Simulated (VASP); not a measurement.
# AgBi2 (Fm-3m) in VASP: a series of runs

Runs on AgBi2. Level: PBE. Tasks: single point, relaxation of cell and atoms.

Program: VASP 6.6.1. These are calculated values, not measurements. Logs are shortened: lines on timing, memory, paths and dates and some standing lists are left out, and cuts for length are marked.

## 1. The cell of the first run

The structure is cubic, space group Fm-3m (No. 225). The conventional cell has a = 7.092 Å, b = 7.092 Å, c = 7.092 Å, α = 90.00°, β = 90.00°, γ = 90.00°. Ag (site symmetry m-3m) has 8 Bi at 3.07 Å within 4.0 Å. Within 4.0 Å of Bi (site symmetry -43m) lie 4 Ag at 3.07 Å and 6 Bi at 3.55 Å.

## 2. Single point, PBE

INCAR reads:

```
SYSTEM = AgBi2
PREC = Accurate
ENCUT = 520
EDIFF = 1E-6
ISMEAR = 0
SIGMA = 0.1
LREAL = .FALSE.
LASPH = .TRUE.
NELM = 80
ALGO = Fast
ISIF = 2
LWAVE = .FALSE.
LCHARG = .FALSE.
GGA = PE
NBANDS = 28
```

KPOINTS reads:

```
regular mesh
0
G
  12 12 12
  0 0 0
```

POSCAR reads:

```
AgBi2
1.0
    0.0000000000      3.5459387340      3.5459387340
    3.5459387340      0.0000000000      3.5459387340
    3.5459387340      3.5459387340      0.0000000000
Ag Bi
1 2
Direct
    0.0000000000      0.0000000000      0.0000000000
    0.2500000000      0.2500000000      0.2500000000
    0.7500000000      0.7500000000      0.7500000000
```

Potentials or basis: VASP PAW PBE potentials, release 64 (Ag, Bi_d).

Started as:

```
$ cat potpaw_PBE.64/Ag/POTCAR potpaw_PBE.64/Bi_d/POTCAR > POTCAR
$ mpirun -np 1 vasp_std > vasp.out
```

OUTCAR:

```text
SYSTEM = AgBi2
   PREC = Accurate
   ENCUT = 520
   EDIFF = 1E-6
   ISMEAR = 0
   LREAL = .FALSE.
   LASPH = .TRUE.
   NELM = 80
   ISIF = 2
   GGA = PE

 ion  position               nearest neighbor table
   1  0.000  0.000  0.000-   3 3.07   3 3.07   3 3.07   2 3.07   3 3.07   2 3.07   2 3.07   2 3.07

   2  0.250  0.250  0.250-   1 3.07   1 3.07   1 3.07   1 3.07   3 3.55   3 3.55   3 3.55   3 3.55
                             3 3.55   3 3.55
   3  0.750  0.750  0.750-   1 3.07   1 3.07   1 3.07   1 3.07   2 3.55   2 3.55   2 3.55   2 3.55
                             2 3.55   2 3.55

  LATTYP: Found a face centered cubic cell.
 ALAT       =     7.0918774680

  Lattice vectors:

 A1 = (   0.0000000000,   3.5459387340,   3.5459387340)
 A2 = (   3.5459387340,   0.0000000000,   3.5459387340)
 A3 = (   3.5459387340,   3.5459387340,   0.0000000000)

Analysis of symmetry for initial positions (statically):
=====================================================================
 Subroutine PRICEL returns:
 Original cell was already a primitive cell.

 Routine SETGRP: Setting up the symmetry group for a
 face centered cubic supercell.

 Subroutine GETGRP returns: Found 48 space group operations
 (whereof 48 operations were pure point group operations)
 out of a pool of 48 trial point group operations.

The static configuration has the point symmetry O_h .

Analysis of symmetry for dynamics (positions and initial velocities):
=====================================================================
 Subroutine PRICEL returns:
 Original cell was already a primitive cell.

 Routine SETGRP: Setting up the symmetry group for a
 face centered cubic supercell.

 Subroutine GETGRP returns: Found 48 space group operations
 (whereof 48 operations were pure point group operations)
 out of a pool of 48 trial point group operations.

The dynamic configuration has the point symmetry O_h .

 Subroutine INISYM returns: Found 48 space group operations
 (whereof 48 operations are pure point group operations),
 and found     1 'primitive' translations

----------------------------------------------------------------------------------------

                                     Primitive cell

  volume of cell :      89.1710

  direct lattice vectors                    reciprocal lattice vectors
     0.000000000  3.545938734  3.545938734    -0.141006384  0.141006384  0.141006384
     3.545938734  0.000000000  3.545938734     0.141006384 -0.141006384  0.141006384
     3.545938734  3.545938734  0.000000000     0.141006384  0.141006384 -0.141006384

  length of vectors
     5.014714649  5.014714649  5.014714649     0.244230222  0.244230222  0.244230222

  position of ions in fractional coordinates (direct lattice)
     0.000000000  0.000000000  0.000000000
     0.250000000  0.250000000  0.250000000
     0.750000000  0.750000000  0.750000000

  ion indices of the primitive-cell ions
   primitive index   ion index
                 1           1
                 2           2
                 3           3

----------------------------------------------------------------------------------------

 KPOINTS: regular mesh

Automatic generation of k-mesh.
 Grid dimensions read from file:
 generate k-points for:   12   12   12

 Generating k-lattice:

  Cartesian coordinates                     Fractional coordinates (reciprocal lattice)
    -0.011750532  0.011750532  0.011750532     0.083333333  0.000000000  0.000000000
     0.011750532 -0.011750532  0.011750532     0.000000000  0.083333333  0.000000000
     0.011750532  0.011750532 -0.011750532     0.000000000  0.000000000  0.083333333

  Length of vectors
     0.020352518  0.020352518  0.020352518

  Shift w.r.t. Gamma in fractional coordinates (k-lattice)
     0.000000000  0.000000000  0.000000000

 Subroutine IBZKPT returns following result:
 ===========================================

 Found     72 irreducible k-points:

 Following reciprocal coordinates:
            Coordinates               Weight
  0.000000  0.000000  0.000000      1.000000
  0.083333  0.000000  0.000000      8.000000
  0.166667  0.000000  0.000000      8.000000
  0.250000  0.000000  0.000000      8.000000
  0.333333  0.000000  0.000000      8.000000
  0.416667  0.000000  0.000000      8.000000
[... 16 lines left out ...]
  0.500000  0.166667  0.000000     24.000000
 -0.416667  0.166667  0.000000     24.000000
 [... further k-points ...]
   k-points           NKPTS =     72   k-points in BZ     NKDIM =     72   number of bands    NBANDS=     28
   number of dos      NEDOS =    301   number of ions     NIONS =      3
   total plane-waves  NPLWV =  64000
   dimension x,y,z NGX =    40 NGY =   40 NGZ =   40
   dimension x,y,z NGXF=    80 NGYF=   80 NGZF=   80
   ions per type =               1   2
   NGX,Y,Z   is equivalent  to a cutoff of  13.26, 13.26, 13.26 a.u.
   NGXF,Y,Z  is equivalent  to a cutoff of  26.52, 26.52, 26.52 a.u.
 SYSTEM =  AgBi2
   PREC   = accura    normal or accurate (medium, high low for compatibility)
   ISTART =      0    job   : 0-new  1-cont  2-samecut
   ICHARG =      2    charge: 1-file 2-atom 10-const
   ISPIN  =      1    spin polarized calculation?
   LNONCOLLINEAR =      F non collinear calculations
   LSORBIT =      F    spin-orbit coupling
   LASPH  =      T    aspherical Exc in radial PAW
   ENCUT  =  520.0 eV  38.22 Ry    6.18 a.u.   9.32  9.32  9.32*2*pi/ulx,y,z
   NELM   =     80;   NELMIN=  2; NELMDL= -5     # of ELM steps
   EDIFF  = 0.1E-05   stopping-criterion for ELM
   LREAL  =      F    real-space projection
   EDIFFG = 0.1E-04   stopping-criterion for IOM
   NSW    =      0    number of steps for IOM
   IBRION =     -1    ionic relax: 0-MD 1-quasi-New 2-CG
   NFREE  =      0    steps in history (QN), initial steepest desc. (CG)
   ISIF   =      2    stress and relaxation
   ISYM   =      2    0-nonsym 1-usesym 2-fastsym
   POTIM  = 0.5000    time-step for ionic-motion
   TEBEG  =    0.0;   TEEND  =   0.0 temperature during run
   PSTRESS=    0.0 pullay stress
   NELECT =      41.0000    total number of electrons
   NUPDOWN=      -1.0000    fix difference up-down
   EMIN   =  10.00;   EMAX   =-10.00  energy-range for DOS
   EFERMI =   0.00;   METHOD = LEGACY
   ISMEAR =     0;   SIGMA  =   0.10  broadening in eV -4-tet -1-fermi 0-gaus
   EFERMI_NEDOS =   21; number of points for ismear=-14 and -15
   IALGO  =     68    algorithm
   IMIX   =      4    mixing-type and parameters
     AMIX     =   0.40;   BMIX     =  1.00
     AMIX_MAG =   1.60;   BMIX_MAG =  1.00
  volume/ion in A,a.u.               =      29.72       200.59
  Fermi-wavevector in a.u.,A,eV,Ry     =   1.263557  2.387777 21.722744  1.596577
  Thomas-Fermi vector in A             =   2.396908
   LORBIT       =      0    0 simple, 1 ext, 2 COOP (PROOUT), +10 PAW based schemes
   GGA     = PE    functional components
   LHFCALC =     F    Hartree Fock is set to
   AEXX    =    0.0000 exact exchange contribution
   IVDW    =     0    specifies the selected vdW correction
   LEPSILON=     F    determine dielectric tensor
   LRPA    =     F    only Hartree local field effects (RPA)
 non-spin polarized calculation
 RMM-DIIS sequential band-by-band and
 Gauss-broadening in eV      SIGMA  =   0.10
  energy-cutoff  :      520.00
  volume of cell :       89.17
 maximum number of plane-waves:      2424
 NGX is ok and might be reduce to    40
   NGX = 19   NGY = 19   NGZ = 19

 number of electron      41.0000008 magnetization

 Free energy of the ion-electron system (eV)
  ---------------------------------------------------
  ext. energy  EPLUGINS =         0.00000000
  ---------------------------------------------------
  free energy    TOTEN  =       -10.36703242 eV

  energy without entropy =      -10.36046720  energy(sigma->0) =      -10.36374981

 E-fermi :   6.7753     XC(G=0):  -9.9721

 val. band max:        6.7700263919   @ k =  -0.3333   0.4167   0.1667
 cond. band min:       6.7893570473   @ k =   0.5000   0.1667   0.0000
 fundamental gap:      0.0193306554
 Fermi energy:         6.7752661661

 k-point     1 :       0.0000    0.0000    0.0000
  band No.  band energies     occupation
      1     -16.2466      2.00000
      2     -16.2466      2.00000
      3     -16.1888      2.00000
      4     -16.1888      2.00000
      5     -16.1888      2.00000
      6     -16.1144      2.00000
[... 20 lines left out ...]
     27      10.2294      0.00000
     28      12.2662      0.00000

 k-point     2 :       0.0833    0.0000    0.0000
  band No.  band energies     occupation
      1     -16.2433      2.00000
      2     -16.2433      2.00000
      3     -16.1877      2.00000
      4     -16.1874      2.00000
      5     -16.1874      2.00000
      6     -16.1156      2.00000
[... 20 lines left out ...]
     27      10.3469      0.00000
     28      12.6583      0.00000

 k-point     3 :       0.1667    0.0000    0.0000
  band No.  band energies     occupation
      1     -16.2336      2.00000
      2     -16.2336      2.00000
      3     -16.1845      2.00000
      4     -16.1834      2.00000
      5     -16.1834      2.00000
      6     -16.1190      2.00000
[... 20 lines left out ...]
     27      11.2443      0.00000
     28      13.6003      0.00000

 k-point     4 :       0.2500    0.0000    0.0000
  band No.  band energies     occupation
      1     -16.2182      2.00000
      2     -16.2182      2.00000
      3     -16.1790      2.00000
      4     -16.1772      2.00000
      5     -16.1772      2.00000
      6     -16.1246      2.00000
[... 578 lines left out ...]
     27      13.9705      0.00000
     28      14.7560      0.00000

 k-point    23 :       0.5000    0.1667    0.0000
  band No.  band energies     occupation
      1     -16.1955      2.00000
      2     -16.1728      2.00000
      3     -16.1640      2.00000
      4     -16.1521      2.00000
      5     -16.1502      2.00000
      6     -16.1494      2.00000
[... 20 lines left out ...]
     27      13.8847      0.00000
     28      15.3709      0.00000

 k-point    24 :      -0.4167    0.1667    0.0000
  band No.  band energies     occupation
      1     -16.1854      2.00000
      2     -16.1722      2.00000
      3     -16.1639      2.00000
      4     -16.1597      2.00000
      5     -16.1585      2.00000
      6     -16.1416      2.00000
[... 20 lines left out ...]
     27      14.4299      0.00000
     28      15.5243      0.00000

 [... further k-points ...]
[... 5 lines left out ...]
  --------------------------------------------------------------------------------------
  -------------------------------------------------------------------------------------
  Total       -0.0301063     -0.0301063     -0.0301063      0.0000000      0.0000000     -0.0000000
  in kB       -0.5409343     -0.5409343     -0.5409343      0.0000000      0.0000000     -0.0000000
  external PRESSURE =      -0.5409343 kB  Pullay stress =       0.0000000 kB

 VOLUME and BASIS-vectors are now :
 -----------------------------------------------------------------------------
  energy-cutoff  :      520.00
  volume of cell :       89.17
      direct lattice vectors                 reciprocal lattice vectors
     0.000000000  3.545938734  3.545938734    -0.141006384  0.141006384  0.141006384
     3.545938734  0.000000000  3.545938734     0.141006384 -0.141006384  0.141006384
     3.545938734  3.545938734  0.000000000     0.141006384  0.141006384 -0.141006384

 POSITION                                       TOTAL-FORCE (eV/Angst)
 -----------------------------------------------------------------------------------
      0.00000      0.00000      0.00000        -0.000000      0.000000     -0.000000
      1.77297      1.77297      1.77297        -0.000000     -0.000000     -0.000000
      5.31891      5.31891      5.31891         0.000000      0.000000      0.000000
 -----------------------------------------------------------------------------------
    total drift:                               -0.000000     -0.000000      0.000000

  FREE ENERGIE OF THE ION-ELECTRON SYSTEM (eV)
  ---------------------------------------------------
  free  energy   TOTEN  =       -10.3670324172 eV

  energy  without entropy=      -10.3604672006  energy(sigma->0) =      -10.36374981
```

It took 2.1 min on 1 thread of Intel Xeon 6975P-C (Granite Rapids), shared host; peak memory 0.34 GiB.

Results:

```yaml
Free_energy: -10.3670 eV
Pressure: -0.1 GPa
Band_gap_on_the_k_mesh: zero (an odd number of electrons rules out a gap without spin polarisation)
```

Caveat: spin-orbit coupling is left out, which moves the levels of the heavy elements.

(Continued in part 2 of 2.)
